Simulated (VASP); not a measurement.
# Ge (Imma) in VASP: further runs

Runs on Ge. Level: LDA. Tasks: single point.

All numbers are computed with VASP 6.6.1; they aren't measurements. Logs are shortened: lines on timing, memory, paths and dates and some standing lists are left out, and cuts for length are marked.

## Step 1: The cell of the first run

It takes space group Imma (No. 74, orthorhombic). Conventional cell: a = 3.975 Å, b = 3.975 Å, c = 5.621 Å, α = 90.00°, β = 90.00°, γ = 90.00°. Ge (site symmetry mm2) has 4 Ge at 2.34 to 2.53 Å within 3.1 Å.

## Step 2: Single point, LDA (mode 4 frozen in at -0.082 Å and mode 5 at +0.000 Å (largest displacements))

INCAR

```
PREC     = Accurate       # precision mode
ENCUT    = 520            # plane-wave cutoff, eV
EDIFF    = 1E-6           # SCF threshold, eV
ISMEAR   = 0              # smearing method
SIGMA    = 0.15           # smearing width, eV
LREAL    = F              # projectors in reciprocal space
LASPH    = T              # aspherical terms in the spheres
NELM     = 80             # most SCF steps
ALGO     = Normal         # electronic algorithm
ISIF     = 2              # what is computed and relaxed
LWAVE    = F              # write WAVECAR
LCHARG   = T              # write CHGCAR
GGA      = CA             # functional
LELF     = T              # ELF
LVHAR    = T            
NBANDS   = 21             # bands
```

KPOINTS

```
regular mesh
0
Gamma
  14 14 14
```

POSCAR

```
Ge
1.0
    0.0000000000      2.8107124513      2.8107124513
    2.8107124513      0.0000000000      2.8107124513
    2.8107124513      2.8107124513      0.0000000000
Ge
2
Direct
    0.5145870489      0.4854129511      0.4854129511
    0.7354129511      0.7645870489      0.7645870489
```

Potentials or basis: VASP PAW LDA potentials, release 64 (Ge_d).

On the command line:

```sh
cat potpaw_LDA.64/Ge_d/POTCAR > POTCAR
mpirun -np 1 vasp_std > vasp.out
```

OUTCAR:

```text
PREC = Accurate
   ENCUT = 520
   EDIFF = 1E-6
   ISMEAR = 0
   LREAL = F
   LASPH = T
   NELM = 80
   ISIF = 2
   GGA = CA

 ion  position               nearest neighbor table
   1  0.515  0.485  0.485-   2 2.34   2 2.34   2 2.53   2 2.53
   2  0.735  0.765  0.765-   1 2.34   1 2.34   1 2.53   1 2.53

  LATTYP: Found a face centered cubic cell.
 ALAT       =     5.6214249026

  Lattice vectors:

 A1 = (   0.0000000000,   2.8107124513,   2.8107124513)
 A2 = (   2.8107124513,   0.0000000000,   2.8107124513)
 A3 = (   2.8107124513,   2.8107124513,   0.0000000000)

Analysis of symmetry for initial positions (statically):
=====================================================================
 Subroutine PRICEL returns:
 Original cell was already a primitive cell.

 Routine SETGRP: Setting up the symmetry group for a
 face centered cubic supercell.

 Subroutine GETGRP returns: Found  8 space group operations
 (whereof  4 operations were pure point group operations)
 out of a pool of 48 trial point group operations.

The static configuration has the point symmetry C_2v.
 The point group associated with its full space group is D_2h.

Analysis of symmetry for dynamics (positions and initial velocities):
=====================================================================
 Subroutine PRICEL returns:
 Original cell was already a primitive cell.

 Routine SETGRP: Setting up the symmetry group for a
 face centered cubic supercell.

 Subroutine GETGRP returns: Found  8 space group operations
 (whereof  4 operations were pure point group operations)
 out of a pool of 48 trial point group operations.

The dynamic configuration has the point symmetry C_2v.
 The point group associated with its full space group is D_2h.

 Subroutine INISYM returns: Found  8 space group operations
 (whereof  4 operations are pure point group operations),
 and found     1 'primitive' translations

----------------------------------------------------------------------------------------

                                     Primitive cell

  volume of cell :      44.4098

  direct lattice vectors                    reciprocal lattice vectors
     0.000000000  2.810712451  2.810712451    -0.177890840  0.177890840  0.177890840
     2.810712451  0.000000000  2.810712451     0.177890840 -0.177890840  0.177890840
     2.810712451  2.810712451  0.000000000     0.177890840  0.177890840 -0.177890840

  length of vectors
     3.974947669  3.974947669  3.974947669     0.308115974  0.308115974  0.308115974

  position of ions in fractional coordinates (direct lattice)
     0.514587049  0.485412951  0.485412951
     0.735412951  0.764587049  0.764587049

  ion indices of the primitive-cell ions
   primitive index   ion index
                 1           1
                 2           2

----------------------------------------------------------------------------------------

 KPOINTS: regular mesh

Automatic generation of k-mesh.
 Grid dimensions read from file:
 generate k-points for:   14   14   14

 Generating k-lattice:

  Cartesian coordinates                     Fractional coordinates (reciprocal lattice)
    -0.012706489  0.012706489  0.012706489     0.071428571  0.000000000  0.000000000
     0.012706489 -0.012706489  0.012706489     0.000000000  0.071428571  0.000000000
     0.012706489  0.012706489 -0.012706489     0.000000000  0.000000000  0.071428571

  Length of vectors
     0.022008284  0.022008284  0.022008284

  Shift w.r.t. Gamma in fractional coordinates (k-lattice)
     0.000000000  0.000000000  0.000000000

 Subroutine IBZKPT returns following result:
 ===========================================

 Found    428 irreducible k-points:

 Following reciprocal coordinates:
            Coordinates               Weight
  0.000000  0.000000  0.000000      1.000000
  0.071429  0.000000  0.000000      4.000000
  0.000000  0.071429  0.000000      4.000000
  0.142857  0.000000  0.000000      4.000000
  0.000000  0.142857  0.000000      4.000000
  0.214286  0.000000  0.000000      4.000000
[... 16 lines left out ...]
  0.000000  0.214286  0.071429      4.000000
  0.071429  0.000000  0.214286      8.000000
 [... further k-points ...]
   k-points           NKPTS =    428   k-points in BZ     NKDIM =    428   number of bands    NBANDS=     21
   number of dos      NEDOS =    301   number of ions     NIONS =      2
   total plane-waves  NPLWV =  27000
   dimension x,y,z NGX =    30 NGY =   30 NGZ =   30
   dimension x,y,z NGXF=    60 NGYF=   60 NGZF=   60
   ions per type =               2
   NGX,Y,Z   is equivalent  to a cutoff of  12.55, 12.55, 12.55 a.u.
   NGXF,Y,Z  is equivalent  to a cutoff of  25.09, 25.09, 25.09 a.u.
 SYSTEM =  unknown system
   PREC   = accura    normal or accurate (medium, high low for compatibility)
   ISTART =      0    job   : 0-new  1-cont  2-samecut
   ICHARG =      2    charge: 1-file 2-atom 10-const
   ISPIN  =      1    spin polarized calculation?
   LNONCOLLINEAR =      F non collinear calculations
   LSORBIT =      F    spin-orbit coupling
   LASPH  =      T    aspherical Exc in radial PAW
   ENCUT  =  520.0 eV  38.22 Ry    6.18 a.u.   7.39  7.39  7.39*2*pi/ulx,y,z
   NELM   =     80;   NELMIN=  2; NELMDL= -5     # of ELM steps
   EDIFF  = 0.1E-05   stopping-criterion for ELM
   LREAL  =      F    real-space projection
   EDIFFG = 0.1E-04   stopping-criterion for IOM
   NSW    =      0    number of steps for IOM
   IBRION =     -1    ionic relax: 0-MD 1-quasi-New 2-CG
   NFREE  =      0    steps in history (QN), initial steepest desc. (CG)
   ISIF   =      2    stress and relaxation
   ISYM   =      2    0-nonsym 1-usesym 2-fastsym
   POTIM  = 0.5000    time-step for ionic-motion
   TEBEG  =    0.0;   TEEND  =   0.0 temperature during run
   PSTRESS=    0.0 pullay stress
   NELECT =      28.0000    total number of electrons
   NUPDOWN=      -1.0000    fix difference up-down
   EMIN   =  10.00;   EMAX   =-10.00  energy-range for DOS
   EFERMI =   0.00;   METHOD = LEGACY
   ISMEAR =     0;   SIGMA  =   0.15  broadening in eV -4-tet -1-fermi 0-gaus
   EFERMI_NEDOS =   21; number of points for ismear=-14 and -15
   IALGO  =     38    algorithm
   IMIX   =      4    mixing-type and parameters
     AMIX     =   0.40;   BMIX     =  1.00
     AMIX_MAG =   1.60;   BMIX_MAG =  1.00
  volume/ion in A,a.u.               =      22.20       149.85
  Fermi-wavevector in a.u.,A,eV,Ry     =   1.403787  2.652772 26.811869  1.970617
  Thomas-Fermi vector in A             =   2.526414
   LORBIT       =      0    0 simple, 1 ext, 2 COOP (PROOUT), +10 PAW based schemes
   GGA     = CA    functional components
   LHFCALC =     F    Hartree Fock is set to
   AEXX    =    0.0000 exact exchange contribution
   IVDW    =     0    specifies the selected vdW correction
   LEPSILON=     F    determine dielectric tensor
   LRPA    =     F    only Hartree local field effects (RPA)
 non-spin polarized calculation
 Gauss-broadening in eV      SIGMA  =   0.15
  energy-cutoff  :      520.00
  volume of cell :       44.41
 maximum number of plane-waves:      1243
 NGX is ok and might be reduce to    30
   NGX = 15   NGY = 15   NGZ = 15

 number of electron      28.0000022 magnetization

 Free energy of the ion-electron system (eV)
  ---------------------------------------------------
  ext. energy  EPLUGINS =         0.00000000
  ---------------------------------------------------
  free energy    TOTEN  =       -10.24199941 eV

  energy without entropy =      -10.24075134  energy(sigma->0) =      -10.24137538

 E-fermi :   5.1072     XC(G=0): -10.3826

 val. band max:        5.0985483908   @ k =   0.0000   0.4286   0.4286
 cond. band min:       5.1219865693   @ k =   0.0714  -0.4286  -0.4286
 fundamental gap:      0.0234381785
 Fermi energy:         5.1072239310

 k-point     1 :       0.0000    0.0000    0.0000
  band No.  band energies     occupation
      1     -20.1230      2.00000
      2     -20.1076      2.00000
      3     -20.0588      2.00000
      4     -20.0478      2.00000
      5     -20.0472      2.00000
      6     -19.8497      2.00000
[... 13 lines left out ...]
     20      14.5000      0.00000
     21      14.5632      0.00000

 k-point     2 :       0.0714    0.0000    0.0000
  band No.  band energies     occupation
      1     -20.1246      2.00000
      2     -20.1081      2.00000
      3     -20.0563      2.00000
      4     -20.0469      2.00000
      5     -20.0446      2.00000
      6     -19.8508      2.00000
[... 13 lines left out ...]
     20      14.0577      0.00000
     21      14.0589      0.00000

 k-point     3 :       0.0000    0.0714    0.0000
  band No.  band energies     occupation
      1     -20.1272      2.00000
      2     -20.1101      2.00000
      3     -20.0667      2.00000
      4     -20.0410      2.00000
      5     -20.0381      2.00000
      6     -19.8529      2.00000
[... 13 lines left out ...]
     20      13.8852      0.00000
     21      14.0252      0.00000

 k-point     4 :       0.1429    0.0000    0.0000
  band No.  band energies     occupation
      1     -20.1285      2.00000
      2     -20.1089      2.00000
      3     -20.0503      2.00000
      4     -20.0441      2.00000
      5     -20.0379      2.00000
      6     -19.8544      2.00000
[... 13 lines left out ...]
     20      13.4968      0.00000
     21      13.5928      0.00000

 k-point     5 :       0.0000    0.1429    0.0000
  band No.  band energies     occupation
      1     -20.1373      2.00000
      2     -20.1152      2.00000
      3     -20.0758      2.00000
      4     -20.0274      2.00000
      5     -20.0242      2.00000
      6     -19.8603      2.00000
[... 13 lines left out ...]
     20      13.3054      0.00000
     21      13.4017      0.00000
[... 382 lines left out ...]
     20      12.8063      0.00000
     21      14.3035      0.00000

 k-point    22 :       0.2143    0.0714    0.0000
  band No.  band energies     occupation
      1     -20.1360      2.00000
      2     -20.1104      2.00000
      3     -20.0545      2.00000
      4     -20.0299      2.00000
      5     -20.0246      2.00000
      6     -19.8713      2.00000
[... 13 lines left out ...]
     20      13.2103      0.00000
     21      14.1823      0.00000

 k-point    23 :       0.0000    0.2143    0.0714
  band No.  band energies     occupation
      1     -20.1442      2.00000
      2     -20.1106      2.00000
      3     -20.0723      2.00000
      4     -20.0272      2.00000
      5     -20.0165      2.00000
      6     -19.8632      2.00000
[... 13 lines left out ...]
     20      13.4296      0.00000
     21      13.8536      0.00000

 k-point    24 :       0.0714    0.0000    0.2143
  band No.  band energies     occupation
      1     -20.1454      2.00000
      2     -20.1251      2.00000
      3     -20.0827      2.00000
      4     -20.0167      2.00000
      5     -20.0057      2.00000
      6     -19.8780      2.00000
[... 13 lines left out ...]
     20      13.0939      0.00000
     21      13.8013      0.00000

 [... further k-points ...]
[... 5 lines left out ...]
  --------------------------------------------------------------------------------------
  -------------------------------------------------------------------------------------
  Total        0.0713862      0.4291250      0.4291250      0.0000000     -1.4915595      0.0000000
  in kB        2.5754048     15.4815769     15.4815769      0.0000000    -53.8111056      0.0000000
  external PRESSURE =      11.1795195 kB  Pullay stress =       0.0000000 kB

 VOLUME and BASIS-vectors are now :
 -----------------------------------------------------------------------------
  energy-cutoff  :      520.00
  volume of cell :       44.41
      direct lattice vectors                 reciprocal lattice vectors
     0.000000000  2.810712451  2.810712451    -0.177890840  0.177890840  0.177890840
     2.810712451  0.000000000  2.810712451     0.177890840 -0.177890840  0.177890840
     2.810712451  2.810712451  0.000000000     0.177890840  0.177890840 -0.177890840

 POSITION                                       TOTAL-FORCE (eV/Angst)
 -----------------------------------------------------------------------------------
      2.72871      2.81071      2.81071         1.800058      0.000000      0.000000
      4.29807      4.21607      4.21607        -1.800058     -0.000000     -0.000000
 -----------------------------------------------------------------------------------
    total drift:                               -0.000000     -0.000000     -0.000000

  FREE ENERGIE OF THE ION-ELECTRON SYSTEM (eV)
  ---------------------------------------------------
  free  energy   TOTEN  =       -10.2419994124 eV

  energy  without entropy=      -10.2407513386  energy(sigma->0) =      -10.24137538
```

Run time: 11 min. Hardware: 1 thread of AMD EPYC 7R13 (Zen 3), shared host; peak memory 0.36 GiB.

Results:

| Item | Value |
| --- | --- |
| Free energy | -10.2420 eV |
| Pressure | 1.1 GPa |
| Largest force | 1.800 eV/Å |
| Band gap on the k mesh | zero (band 14 reaches 5.52 eV, above the bottom of band 15 at 4.78 eV) |

Forces in eV/Å, atoms in the order of the input:
```
Ge   1.800  0.000  0.000
Ge  -1.800  0.000  0.000
```

Stress tensor (GPa, compression positive):
```
 0.26  0.00  0.00
 0.00  1.55 -5.38
 0.00 -5.38  1.55
```

Levels at points of the mesh, in eV from the Fermi level:
```tsv
k point	band 12	band 13	band 14	band 15	band 16	band 17
(0.00, 0.00, 0.00)	-0.97	-0.17	-0.12	0.58	1.75	2.26
(0.50, 0.00, 0.00)	-7.46	-2.12	-1.21	-0.33	2.82	3.98
(0.00, 0.50, 0.00)	-8.41	-1.93	-1.20	0.16	3.08	4.24
(0.50, 0.50, 0.00)	-9.25	-3.29	-3.29	0.40	0.40	9.43
(0.00, 0.50, 0.50)	-8.60	-3.61	-3.14	-0.03	0.90	9.02
```

Caveat: the cell differs from its parent crystal (mode 4 frozen in at -0.082 Å and mode 5 at +0.000 Å (largest displacements)); forces of over 1 eV/Å act on the atoms, so gaps and moduli don't describe the material at rest.

## Step 3: Single point, LDA (mode 4 frozen in at -0.066 Å and mode 5 at +0.000 Å (largest displacements))

INCAR

```
ALGO = Normal
EDIFF = 1E-7
ENCUT = 520
GGA = CA
ISIF = 2
ISMEAR = 0
LASPH = T
LCHARG = F
LREAL = F
LWAVE = F
NBANDS = 21
NELM = 60
PREC = Accurate
SIGMA = 0.15
```

KPOINTS

```
k-points
0
Gamma
  14 14 14
```

POSCAR

```
Ge
1.0
    0.0000000000      2.8107124513      2.8107124513
    2.8107124513      0.0000000000      2.8107124513
    2.8107124513      2.8107124513      0.0000000000
Ge
2
Direct
    0.5116696391      0.4883303609      0.4883303609
    0.7383303609      0.7616696391      0.7616696391
```

Potentials or basis: VASP PAW LDA potentials, release 64 (Ge_d).

On the command line:

```sh
cat potpaw_LDA.64/Ge_d/POTCAR > POTCAR
mpirun -np 1 vasp_std > vasp.out
```

Run time: 7.9 min. Hardware: 1 thread of AMD EPYC 7R13 (Zen 3), shared host; peak memory 0.36 GiB.

It converged, with:

| Property | Result |
| --- | --- |
| Free energy | -10.2955 eV |
| Pressure | 0.8 GPa |
| Largest force | 1.458 eV/Å |
| Band gap on the k mesh | zero (band 14 reaches 5.38 eV, above the bottom of band 15 at 4.83 eV) |

Forces on the atoms (eV/Å):
```
Ge   1.458  0.000  0.000
Ge  -1.458  0.000  0.000
```

Stress tensor (GPa, compression positive):
```
 0.24  0.00  0.00
 0.00  1.02 -4.26
 0.00 -4.26  1.02
```

Levels at points of the mesh, in eV from the Fermi level:
| k point | band 11 | band 12 | band 13 | band 14 | band 15 | band 16 | band 17 | band 18 |
| --- | --- | --- | --- | --- | --- | --- | --- | --- |
| (0.00, 0.00, 0.00) | -13.15 | -0.80 | -0.15 | -0.13 | 0.44 | 1.89 | 2.31 | 2.84 |
| (0.50, 0.00, 0.00) | -11.18 | -7.53 | -2.00 | -1.29 | -0.25 | 2.98 | 3.91 | 6.68 |
| (0.00, 0.50, 0.00) | -10.85 | -8.29 | -1.86 | -1.26 | 0.13 | 3.19 | 4.12 | 6.90 |
| (0.50, 0.50, 0.00) | -9.21 | -9.21 | -3.29 | -3.29 | 0.44 | 0.44 | 9.43 | 9.43 |
| (0.00, 0.50, 0.50) | -9.64 | -8.70 | -3.53 | -3.15 | 0.08 | 0.83 | 9.10 | 9.71 |

Caveat: the cell differs from its parent crystal (mode 4 frozen in at -0.066 Å and mode 5 at +0.000 Å (largest displacements)); forces of over 1 eV/Å act on the atoms, so gaps and moduli don't describe the material at rest.
